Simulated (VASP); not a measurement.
# Y: single point with PBEsol

Crystal: Y.

```
CELL_PARAMETERS angstrom
3.10838 0.00000 0.00000
-1.55419 2.69194 0.00000
0.00000 0.00000 5.05390
ATOMIC_POSITIONS crystal
Y 0.33333 0.66667 0.25000
Y 0.66667 0.33333 0.75000
```

| Item | Value |
| --- | --- |
| Program | VASP 6.6.1 |
| Task | single point |
| Functional | PBEsol |
| Potentials or basis | VASP PAW PBE potentials, release 64 (Y_sv) |
| Cutoff | 520 eV |
| k mesh | 14 × 14 × 8 |
| Occupations | fermi-dirac, width 0.05 eV |
| Spin | no spin polarisation |

The pressure is 28.6 GPa and the band gap on the k mesh is zero (bands 11 and 12 overlap by 2.57 eV).

Levels at points of the mesh, in eV from the Fermi level:
| k point | band 9 | band 10 | band 11 | band 12 | band 13 | band 14 |
| --- | --- | --- | --- | --- | --- | --- |
| (0.00, 0.00, 0.00) | -5.02 | -2.63 | 2.08 | 2.08 | 2.10 | 2.81 |
| (0.50, 0.00, 0.00) | -2.37 | -1.82 | -1.80 | 1.45 | 1.81 | 2.06 |
| (0.00, 0.00, 0.50) | -3.08 | -3.08 | 1.05 | 1.05 | 2.04 | 2.04 |
| (0.50, 0.00, 0.50) | -2.55 | -2.55 | -0.48 | -0.48 | 3.44 | 3.44 |

Wall time 37 s on 1 thread of AMD EPYC 9R45 96-Core Processor (Zen 5) (shared host), peak memory 0.2 GiB.

Caveat: the cell stands under pressure; the PAW data sets were made with another functional, which shifts forces and pressure a little.
